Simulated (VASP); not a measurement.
**SnTe (zincblende type): single point with PBE**

The system is SnTe (zincblende type).

```
CELL_PARAMETERS angstrom
0.00000 3.60748 3.60748
3.60748 0.00000 3.60748
3.60748 3.60748 0.00000
ATOMIC_POSITIONS crystal
Sn 0.00000 0.00000 0.00000
Te 0.25000 0.25000 0.25000
```

| Quantity | Value |
| --- | --- |
| Program | VASP 6.6.1 |
| Task | single point |
| Functional | PBE |
| Potentials or basis | VASP PAW PBE potentials, release 64 (Sn_d, Te) |
| Cutoff | 520 eV |
| k mesh | 11 × 11 × 11 |
| Occupations | fermi-dirac, width 0.05 eV |
| Spin | no spin polarisation |
| Dipole correction | no |
| Further INCAR settings | ALGO = Normal; EDIFF = 1e-06; NBANDS = 17 |

```json
{"Pressure": "0.0 GPa", "Band gap on the k mesh": "0.18 eV, indirect (least direct gap 0.81 eV)"}
```

Levels at points of the mesh, in eV from the valence-band top:
```tsv
k point	band 8	band 9	band 10	band 11	band 12	band 13
(0.00, 0.00, 0.00)	-1.88	-1.88	-1.88	1.06	1.06	1.06
```

It took 85 s on 1 thread of Intel(R) Xeon(R) Platinum 8488C (Sapphire Rapids), with other jobs on the host, peak memory 0.29 GiB.

Caveat: spin-orbit coupling is left out, which moves the levels of the heavy elements. A k mesh can miss the band edges.
